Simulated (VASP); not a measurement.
Write the native input for VASP 6.6.1 that does the following.

- Task: single point
- Functional: PBE
- Potentials or basis: VASP PAW PBE potentials, release 64 (Os)
- Cutoff: 520 eV
- k mesh: 9 × 9 × 6
- Occupations: fermi-dirac, width 0.05 eV
- Spin: no spin polarisation
- Dipole correction: no
- Further INCAR settings: ALGO = Normal; EDIFF = 1e-07; NBANDS = 15

The structure of Os lies in POSCAR:

```
Os
1.0
    2.7341000000      0.0000000000      0.0000000000
   -1.3670500000      2.3678000565      0.0000000000
    0.0000000000      0.0000000000      4.1469120000
Os
2
Direct
    0.6666666667      0.3333333333      0.7500000000
    0.3333333333      0.6666666667      0.2500000000
```

These files were run (other wordings do the same):

INCAR

```
SYSTEM = Os
PREC = Accurate
ENCUT = 520
EDIFF = 1E-7
ISMEAR = -1
SIGMA = 0.05
LREAL = .FALSE.
LASPH = .TRUE.
NELM = 100
ALGO = Normal
ISIF = 2
LWAVE = .FALSE.
LCHARG = .FALSE.
GGA = PE
NBANDS = 15
```

KPOINTS

```
regular mesh
0
G
  9 9 6
  0 0 0
```

Potentials or basis: VASP PAW PBE potentials, release 64 (Os).

The run is started by

```console
$ cat potpaw_PBE.64/Os/POTCAR > POTCAR
$ mpirun -np 1 vasp_std > vasp.out
```

Results of the run:

The pressure is 30.6 GPa and the band gap on the k mesh is zero (band 8 reaches 12.19 eV, above the bottom of band 9 at 8.07 eV).

Caveat: spin-orbit coupling is left out, which moves the levels of the heavy elements.

It took 11 s on 1 thread of Intel(R) Xeon(R) Platinum 8488C (Sapphire Rapids) (shared host), peak memory 0.14 GiB.
